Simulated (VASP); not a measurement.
Input of a VASP 6.6.1 run:

File INCAR:

```
SYSTEM = TiGePd3
ALGO = Fast
EDIFF = 1E-6
EDIFFG = -0.04
ENCUT = 600
GGA = PE
IBRION = 2
ISIF = 3
ISMEAR = 0
LASPH = .TRUE.
LCHARG = .FALSE.
LREAL = .FALSE.
LWAVE = .FALSE.
NELM = 80
NSW = 90
PREC = Accurate
SIGMA = 0.1
```

KPOINTS

```
k-points
0
G
  4 4 4
  0 0 0
```

File POSCAR:

```
TiGePd3
1.0
    4.4002021400      0.0000000000      0.0000000000
    0.0000000000      4.4002021400      0.0000000000
    0.0000000000      0.0000000000      4.4002021400
Ti Ge Pd
1 1 3
Direct
    0.0000000000      0.0000000000      0.0000000000
    0.5000000000      0.5000000000      0.5000000000
    0.5000000000      0.0000000000      0.0000000000
    0.0000000000      0.5000000000      0.0000000000
    0.0000000000      0.0000000000      0.5000000000
```

Potentials or basis: VASP PAW PBE potentials, release 64 (Ti_sv, Ge_d, Pd).

Run with:

```bash
$ cat potpaw_PBE.64/Ti_sv/POTCAR potpaw_PBE.64/Ge_d/POTCAR potpaw_PBE.64/Pd/POTCAR > POTCAR
$ mpirun -np 1 vasp_std > vasp.out
```

(1) Predict the space group after relaxing (to 0.1 Å).

(2) What does it give for the band gap on the k mesh?

Results:

(1) Pm-3m (No. 221).

(2) zero (bands 28 and 29 overlap by 1.54 eV).
